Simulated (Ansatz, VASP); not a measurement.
**BaTiO3 in VASP and in Ansatz**

Contents of POSCAR:

```
BaTiO3
1.0
    3.8342108356      0.0000000000      0.0000000000
    0.0000000000      3.8342108356      0.0000000000
    0.0000000000      0.0000000000      3.9941038383
Ba Ti O
1 1 3
Direct
    0.0000000000      0.0000000000      0.0000000000
    0.5000000000      0.5000000000      0.5000000000
    0.5000000000      0.5000000000      0.0000000000
    0.5000000000      0.0000000000      0.5000000000
    0.0000000000      0.5000000000      0.5000000000
```

The input INCAR.step1:

```
SYSTEM = BaTiO3
PREC = Accurate ; ENCUT = 520
ISMEAR = 0 ; SIGMA = 0.05
LREAL = .FALSE. ; LASPH = .TRUE.
NELM = 60 ; NBANDS = 28
GGA = PE ; ALGO = Normal
EDIFF = 1E-4 ; LWAVE = .TRUE.
LCHARG = .FALSE.
```

File INCAR.step2:

```
SYSTEM = BaTiO3
PREC = Accurate ; ENCUT = 520
EDIFF = 1E-7 ; ISMEAR = 0
SIGMA = 0.05 ; LREAL = .FALSE.
LASPH = .TRUE. ; NELM = 60
ALGO = Normal ; ISIF = 2
LWAVE = .FALSE. ; LCHARG = .TRUE.
METAGGA = R2SCAN ; LMIXTAU = .TRUE.
LELF = .TRUE. ; LVHAR = .TRUE.
NBANDS = 28 ; ISTART = 1
```

The input KPOINTS:

```
regular mesh
0
G
  8 8 8
  0 0 0
```

Input for Ansatz:

```yaml
crystal:
  lattice:
    - [3.8342108356, 0.0, 0.0]
    - [0.0, 3.8342108356, 0.0]
    - [0.0, 0.0, 3.9941038383]
  atoms:
    - { symbol: Ba, position: [0.0, 0.0, 0.0] }
    - { symbol: Ti, position: [0.5, 0.5, 0.5] }
    - { symbol: O, position: [0.5, 0.5, 0.0] }
    - { symbol: O, position: [0.5, 0.0, 0.5] }
    - { symbol: O, position: [0.0, 0.5, 0.5] }
basis:
  ecutwfc: 500
kpoints:
  mp_grid: { grid: [8, 8, 8] }
hamiltonian:
  xc: r2scan
scf:
  occupations: { method: gaussian, width: 0.05 }
output:
  forces: true
  stress: true
  eigenvalues: true
```

Change from the starting cell: strain -0.040 along x and y, +0.000 along z, atoms carried along.

Alike in both runs: task single point; functional r2SCAN; k mesh 8 × 8 × 8; occupations gaussian, width 0.05 eV; no spin polarisation.

|  | VASP | Ansatz |
| --- | --- | --- |
| version | VASP 6.6.1 | Ansatz 0.2.0 |
| potentials or method | VASP PAW PBE potentials, release 64 (Ba_sv, Ti_sv, O), cutoff 520 eV | scalar-relativistic, plane waves, PAW |
| valence electrons in the cell | 40 | 40 |

```csv
,VASP,Ansatz,Ansatz less VASP
gap on the k mesh at the Fermi level (eV),2.24,2.27,+0.031
least direct gap on the mesh (eV),2.34,2.33,-0.013
pressure (GPa),21.0,18.2,-2.73
"traceless stress, the component that is largest in VASP (GPa)",-7.91,-7.63,+0.280
```

VASP's potentials were made for PBE, not for r2SCAN. With one functional, cell and mesh, what is left measures potentials, basis and numerics.

Spin-orbit coupling is off throughout.
